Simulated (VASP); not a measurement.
# S (P6/mmm) in VASP: single point with LDA

Aim: the single point of S with LDA.

Program: VASP 6.6.1. These are calculated values, not measurements. Logs are shortened: lines on timing, memory, paths and dates and some standing lists are left out, and cuts for length are marked.

## Step 1: The cell of the first run

The structure is hexagonal, space group P6/mmm (No. 191). Conventional cell: a = 4.090 Å, b = 4.090 Å, c = 3.788 Å, α = 90.00°, β = 90.00°, γ = 120.00°. Within 5.0 Å of S (site symmetry 6/mmm) lie 8 S at 3.79 to 4.09 Å.

This isn't the form of S at room conditions, which is orthorhombic, of S8 rings.

## Step 2: Single point, LDA

Contents of INCAR:

```
SYSTEM = S
  PREC = Accurate
  ENCUT = 500
  EDIFF = 1E-6
  ISMEAR = 1
  SIGMA = 0.1
  LREAL = .FALSE.
  LASPH = .TRUE.
  NELM = 120
  ALGO = Normal
  ISIF = 2
  LWAVE = .FALSE.
  LCHARG = .FALSE.
  NBANDS = 9
  GGA_COMPAT = .FALSE.
```

Contents of KPOINTS:

```
Automatic mesh
0
G
  5 5 5
  0 0 0
```

Contents of POSCAR:

```
S
1.0
    4.0896980000      0.0000000000      0.0000000000
   -2.0448490000      3.5417820000      0.0000000000
    0.0000000000      0.0000000000      3.7881670000
S
1
Direct
    0.6666666667      0.3333333333      0.5000000000
```

Potentials or basis: VASP PAW LDA potentials, release 64 (S).

The run is started by

```
$ cat potpaw_LDA.64/S/POTCAR > POTCAR
$ mpirun -np 1 vasp_std > vasp.out
```

OUTCAR:

```text
SYSTEM = S
   PREC = Accurate
   ENCUT = 500
   EDIFF = 1E-6
   ISMEAR = 1
   LREAL = .FALSE.
   LASPH = .TRUE.
   NELM = 120
   ISIF = 2

 ion  position               nearest neighbor table
   1  0.667  0.333  0.500-

  LATTYP: Found a hexagonal cell.
 ALAT       =     4.0896980000
 C/A-ratio  =     0.9262705950

  Lattice vectors:

 A1 = (   4.0896980000,   0.0000000000,   0.0000000000)
 A2 = (  -2.0448490000,   3.5417820000,   0.0000000000)
 A3 = (   0.0000000000,   0.0000000000,   3.7881670000)

Analysis of symmetry for initial positions (statically):
=====================================================================
 Subroutine PRICEL returns:
 Original cell was already a primitive cell.

 Routine SETGRP: Setting up the symmetry group for a
 hexagonal supercell.

 Subroutine GETGRP returns: Found 24 space group operations
 (whereof 12 operations were pure point group operations)
 out of a pool of 24 trial point group operations.

The static configuration has the point symmetry D_3h.
 The point group associated with its full space group is D_6h.

Analysis of symmetry for dynamics (positions and initial velocities):
=====================================================================
 Subroutine PRICEL returns:
 Original cell was already a primitive cell.

 Routine SETGRP: Setting up the symmetry group for a
 hexagonal supercell.

 Subroutine GETGRP returns: Found 24 space group operations
 (whereof 12 operations were pure point group operations)
 out of a pool of 24 trial point group operations.

The dynamic configuration has the point symmetry D_3h.
 The point group associated with its full space group is D_6h.

 Subroutine INISYM returns: Found 24 space group operations
 (whereof 12 operations are pure point group operations),
 and found     1 'primitive' translations

----------------------------------------------------------------------------------------

                                     Primitive cell

  volume of cell :      54.8709

  direct lattice vectors                    reciprocal lattice vectors
     4.089698000  0.000000000  0.000000000     0.244516832  0.141171873  0.000000000
    -2.044849000  3.541782000  0.000000000     0.000000000  0.282343747  0.000000000
     0.000000000  0.000000000  3.788167000     0.000000000  0.000000000  0.263979914

  length of vectors
     4.089698000  4.089697687  3.788167000     0.282343725  0.282343747  0.263979914

  position of ions in fractional coordinates (direct lattice)
[... 71 lines left out ...]
   IBRION =     -1    ionic relax: 0-MD 1-quasi-New 2-CG
   NFREE  =      0    steps in history (QN), initial steepest desc. (CG)
   ISIF   =      2    stress and relaxation
   ISYM   =      2    0-nonsym 1-usesym 2-fastsym
   POTIM  = 0.5000    time-step for ionic-motion
   TEBEG  =    0.0;   TEEND  =   0.0 temperature during run
   PSTRESS=    0.0 pullay stress
   NELECT =       6.0000    total number of electrons
   NUPDOWN=      -1.0000    fix difference up-down
   EMIN   =  10.00;   EMAX   =-10.00  energy-range for DOS
   EFERMI =   0.00;   METHOD = LEGACY
   ISMEAR =     1;   SIGMA  =   0.10  broadening in eV -4-tet -1-fermi 0-gaus
   EFERMI_NEDOS =   21; number of points for ismear=-14 and -15
   IALGO  =     38    algorithm
   IMIX   =      4    mixing-type and parameters
     AMIX     =   0.40;   BMIX     =  1.00
     AMIX_MAG =   1.60;   BMIX_MAG =  1.00
  volume/ion in A,a.u.               =      54.87       370.29
  Fermi-wavevector in a.u.,A,eV,Ry     =   0.782849  1.479370  8.338360  0.612852
  Thomas-Fermi vector in A             =   1.886656
   LORBIT       =      0    0 simple, 1 ext, 2 COOP (PROOUT), +10 PAW based schemes
   GGA     = CA    functional components
   LHFCALC =     F    Hartree Fock is set to
   AEXX    =    0.0000 exact exchange contribution
   IVDW    =     0    specifies the selected vdW correction
   LEPSILON=     F    determine dielectric tensor
   LRPA    =     F    only Hartree local field effects (RPA)
 non-spin polarized calculation
 Methfessel and Paxton  Order N= 1 SIGMA  =   0.10
  energy-cutoff  :      500.00
  volume of cell :       54.87
 maximum number of plane-waves:      1407
 NGX is ok and might be reduce to    30
   NGX = 15   NGY = 15   NGZ = 13

 number of electron       5.9999999 magnetization

 Free energy of the ion-electron system (eV)
  ---------------------------------------------------
  ext. energy  EPLUGINS =         0.00000000
  ---------------------------------------------------
  free energy    TOTEN  =        -1.14825776 eV

  energy without entropy =       -1.14358590  energy(sigma->0) =       -1.14670047

 E-fermi :  -3.4341     XC(G=0):  -6.3338

 val. band max:       -3.4461020195   @ k =   0.4000   0.0000   0.2000
 cond. band min:      -3.4113340459   @ k =   0.4000   0.0000   0.0000
 fundamental gap:      0.0347679736
 Fermi energy:        -3.4341372304

 k-point     1 :       0.0000    0.0000    0.0000
  band No.  band energies     occupation
      1     -14.2057      2.00000
      2      -3.1201     -0.00008
      3      -3.1201     -0.00008
      4      -3.0229     -0.00000
      5       2.1867      0.00000
      6       5.9337      0.00000
      7       7.5859      0.00000
      8       7.5859      0.00000
      9      10.8712      0.00000
[... 157 lines left out ...]
 k-point    15 :       0.4000    0.2000    0.4000
  band No.  band energies     occupation
      1     -13.7602      2.00000
      2      -4.1669      2.00000
      3      -4.1482      2.00000
      4      -3.5827      2.05661
      5       4.3090      0.00000
      6       5.6438      0.00000
      7       6.8008      0.00000
      8       8.4349      0.00000
      9       9.9556      0.00000

------------------------ aborting loop because EDIFF is reached ----------------------------------------

  FORCE on cell =-STRESS in cart. coord.  units (eV):
  Direction    XX          YY          ZZ          XY          YZ          ZX
  --------------------------------------------------------------------------------------
  -------------------------------------------------------------------------------------
  Total       -1.9232939     -1.9232935     -2.0919974      0.0000000      0.0000000      0.0000000
  in kB      -56.1583131    -56.1583016    -61.0842925      0.0000000      0.0000000      0.0000000
  external PRESSURE =     -57.8003024 kB  Pullay stress =       0.0000000 kB

 VOLUME and BASIS-vectors are now :
 -----------------------------------------------------------------------------
  energy-cutoff  :      500.00
  volume of cell :       54.87
      direct lattice vectors                 reciprocal lattice vectors
     4.089698000  0.000000000  0.000000000     0.244516832  0.141171873  0.000000000
    -2.044849000  3.541782000  0.000000000     0.000000000  0.282343747  0.000000000
     0.000000000  0.000000000  3.788167000     0.000000000  0.000000000  0.263979914

 POSITION                                       TOTAL-FORCE (eV/Angst)
 -----------------------------------------------------------------------------------
      2.04485      1.18059      1.89408         0.000000      0.000000      0.000000
 -----------------------------------------------------------------------------------
    total drift:                               -0.000000      0.000000     -0.000000

  FREE ENERGIE OF THE ION-ELECTRON SYSTEM (eV)
  ---------------------------------------------------
  free  energy   TOTEN  =        -1.1482577577 eV

  energy  without entropy=       -1.1435858953  energy(sigma->0) =       -1.14670047
```

OSZICAR:

```text
N       E                     dE             d eps       ncg     rms          rms(c)
DAV:   1     0.238545911147E+02    0.23855E+02   -0.22893E+03   270   0.484E+02
DAV:   2     0.100287666648E+00   -0.23754E+02   -0.23583E+02   334   0.798E+01
DAV:   3    -0.115912312990E+01   -0.12594E+01   -0.12546E+01   306   0.228E+01
DAV:   4    -0.117329234447E+01   -0.14169E-01   -0.14164E-01   421   0.276E+00
DAV:   5    -0.117332180046E+01   -0.29456E-04   -0.29455E-04   330   0.113E-01    0.734E-01
DAV:   6    -0.115171752365E+01    0.21604E-01   -0.39824E-02   293   0.798E-01    0.294E-01
DAV:   7    -0.114803497352E+01    0.36826E-02   -0.18082E-02   308   0.558E-01    0.169E-01
DAV:   8    -0.114818482943E+01   -0.14986E-03   -0.86266E-05   380   0.583E-02    0.881E-02
DAV:   9    -0.114825739587E+01   -0.72566E-04   -0.50852E-05   280   0.516E-02    0.221E-02
DAV:  10    -0.114825775772E+01   -0.36186E-06   -0.35677E-07   424   0.446E-03
   1 F= -.11482578E+01 E0= -.11467005E+01  d E =-.467186E-02
```

stdout:

```text
POSCAR found type information on POSCAR S
 POSCAR found :  1 types and       1 ions
 scaLAPACK will be used
 LDA part: xc-table for (Slater(with rela. corr.)+CA(PZ))
 , standard interpolation
 POSCAR, INCAR and KPOINTS ok, starting setup
 FFT: planning ... GRIDC
 FFT: planning ... GRID_SOFT
 FFT: planning ... GRID
 WAVECAR not read
 entering main loop
```

It took 5.3 s on 1 thread of Intel Xeon 8259CL, shared host; peak memory 0.13 GiB.

What came out:

* Free energy: -1.1483 eV
* Pressure: -5.8 GPa
* Band gap on the k mesh: zero (bands 3 and 4 overlap by 0.62 eV)

Stress tensor (GPa, compression positive):
```
-5.62  0.00  0.00
 0.00 -5.62  0.00
 0.00  0.00 -6.11
```

Caveat: the cell stands under tension; the nearest neighbours stand farther apart than a usual bond.

The gap in the log of VASP goes by the Fermi energy; the results here count the filled bands.